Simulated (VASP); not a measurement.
Crystal: SnSe2.

```
CELL_PARAMETERS angstrom
3.82515 0.00000 0.00000
-1.91257 3.31268 0.00000
0.00000 0.00000 6.10254
ATOMIC_POSITIONS crystal
Sn 0.00000 0.00000 0.00000
Se 0.33333 0.66667 0.25772
Se 0.66667 0.33333 0.74228
```

This cell differs from its parent crystal: uniaxial z strain -2.0%.

Base run:

```yaml
Program: VASP 6.6.1
Functional: r2SCAN
Potentials_or_basis: VASP PAW PBE potentials, release 64 (Sn_d, Se)
Cutoff: 520 eV
k_mesh: 12 × 12 × 4
Occupations: gaussian, width 0.01 eV
Spin: no spin polarisation
```

Its results: band gap on the k mesh 0.92 eV, indirect (least direct gap 1.40 eV); pressure 1.4 GPa; largest force 0.021 eV/Å.

**Question.** The run is repeated on the same cell with these changes: functional from r2SCAN to PBE; k mesh from 12 × 12 × 4 to 6 × 6 × 2. What comes out?

**Answer.** Band gap on the k mesh 0.78 eV, indirect (least direct gap 0.99 eV); pressure 3.4 GPa; largest force 0.262 eV/Å.

Several settings changed at once, so the effect can't be laid on one alone.

Caveats: some runs use coarse meshes; spin-orbit coupling is left out, which moves the levels of the heavy elements; the PAW data sets were made with another functional, which shifts forces and pressure a little (some runs); this functional lacks dispersion, which binds the layers, so the pressure and a relaxed spacing across them are unreliable (some runs).

A k mesh can miss the band edges.
